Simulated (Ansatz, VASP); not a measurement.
KBr: VASP beside Ansatz

The input POSCAR:

```
KBr
1.0
    0.0000000000      3.3024386828      3.3024386828
    3.3024386828      0.0000000000      3.3024386828
    3.3024386828      3.3024386828      0.0000000000
K Br
1 1
Direct
    0.0000000000      0.0000000000      0.0000000000
    0.5000000000      0.5000000000      0.5000000000
```

File INCAR.step1:

```
SYSTEM = KBr
ALGO = Normal
EDIFF = 1E-4
ENCUT = 520
GGA = PE
ISMEAR = 0
LASPH = .True.
LCHARG = .False.
LREAL = .False.
LWAVE = .True.
NBANDS = 15
NELM = 100
PREC = Accurate
SIGMA = 0.01
```

INCAR.step2

```
SYSTEM = KBr
ALGO = Normal
EDIFF = 1E-6
ENCUT = 520
ISIF = 2
ISMEAR = 0
ISTART = 1
LASPH = .True.
LCHARG = .True.
LELF = .True.
LMIXTAU = .True.
LREAL = .False.
LVHAR = .True.
LWAVE = .False.
METAGGA = R2SCAN
NBANDS = 15
NELM = 100
PREC = Accurate
SIGMA = 0.01
```

KPOINTS

```
k-points
0
Gamma
  4 4 4
  0 0 0
```

Input for Ansatz:

```yaml
crystal:
  lattice:
    - [0.0, 3.3024386828, 3.3024386828]
    - [3.3024386828, 0.0, 3.3024386828]
    - [3.3024386828, 3.3024386828, 0.0]
  atoms:
    - { symbol: K, position: [0.0, 0.0, 0.0] }
    - { symbol: Br, position: [0.5, 0.5, 0.5] }
kpoints:
  mp_grid: { grid: [4, 4, 4] }
hamiltonian:
  xc: r2scan
scf:
  occupations: { method: fixed }
  n_extra_bands: 4
output:
  forces: true
  stress: true
  eigenvalues: true
```

Alike in both runs: task single point; functional r2SCAN; k mesh 4 × 4 × 4; no spin polarisation.

|  | VASP | Ansatz |
| --- | --- | --- |
| version | VASP 6.6.1 | Ansatz 0.2.0 |
| potentials or method | VASP PAW PBE potentials, release 64 (K_sv, Br) | plane waves |
| plane-wave cutoff (eV) | 520 | 500 |
| occupations | gaussian, width 0.01 eV | fixed |
| valence electrons in the cell | 16 | 16 |

|  | VASP | Ansatz | Ansatz less VASP |
| --- | --- | --- | --- |
| gap on the k mesh at the Fermi level (eV) | 5.07 | 5.07 | -0.002 |
| pressure (GPa) | 0.0 | 0.0 | 0.00 |

VASP's potentials were made for PBE, not for r2SCAN.
